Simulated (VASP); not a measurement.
WC, 2 atoms in the cell. Symmetry: P-6m2, No. 187, hexagonal system. Conventional cell: a = 2.885 Å, b = 2.885 Å, c = 2.811 Å, α = 90.00°, β = 90.00°, γ = 120.00°. Within 2.9 Å of W (site symmetry -6m2) lie 6 C at 2.18 Å and 8 W at 2.81 to 2.89 Å. Within 2.9 Å of C (site symmetry -6m2) lie 6 W at 2.18 Å and 8 C at 2.81 to 2.89 Å. 

```yaml
Program: VASP 6.6.1
Task: relaxation of cell and atoms
Functional: LDA
Potentials_or_basis: VASP PAW LDA potentials, release 64 (W_sv, C)
Cutoff: 600 eV
k_mesh: 18 × 18 × 14
Occupations: gaussian, width 0.1 eV
Spin: no spin polarisation
Dipole_correction: no
Further_INCAR_settings: ALGO = Normal; EDIFF = 1e-07; IBRION = 2; EDIFFG = -0.005; NSW = 100; ISIF = 3
```

Potentials or basis: VASP PAW LDA potentials, release 64 (W_sv, C).

Run with:

```console
$ cat potpaw_LDA.64/W_sv/POTCAR potpaw_LDA.64/C/POTCAR > POTCAR
$ mpirun -np 1 vasp_std > vasp.out
```

Hardware: 1 thread of Intel(R) Xeon(R) 6975P-C (Granite Rapids) (shared host).

**Question.** Estimate the wall time of this run.

**Answer.** Wall time 72 s on 1 thread of Intel(R) Xeon(R) 6975P-C (Granite Rapids), on a shared host, peak memory 0.22 GiB. Counts: scf iterations 41, k points 296, ion steps 6.
